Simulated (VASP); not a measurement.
Input of a VASP 6.6.1 run:

INCAR

```
ALGO = Normal
EDIFF = 1E-7
ENCUT = 520
GGA = PS
ISIF = 2
ISMEAR = 0
LASPH = True
LCHARG = False
LREAL = False
LWAVE = False
NBANDS = 12
NELM = 100
PREC = Accurate
SIGMA = 0.15
```

KPOINTS

```
k-points
0
Gamma
  20 20 20
```

File POSCAR:

```
Ta
1.0
   -1.6760492000      1.6760492000      1.6017416000
    1.6760492000     -1.6760492000      1.6017416000
    1.6760492000      1.6760492000     -1.6017416000
Ta
1
Direct
    0.0000000000      0.0000000000      0.0000000000
```

Potentials or basis: VASP PAW PBE potentials, release 64 (Ta_pv).

Command:

```bash
$ cat potpaw_PBE.64/Ta_pv/POTCAR > POTCAR
$ mpirun -np 1 vasp_std > vasp.out
```

What does it give for the pressure?

-3.3 GPa.

Stress tensor (GPa, compression positive):
```
-4.97  0.00  0.00
 0.00 -4.97  0.00
 0.00  0.00  0.05
```

Caveat: the cell differs from its parent crystal (strain +0.015 along x and y, -0.030 along z); the PAW data sets were made with another functional, which shifts forces and pressure a little.
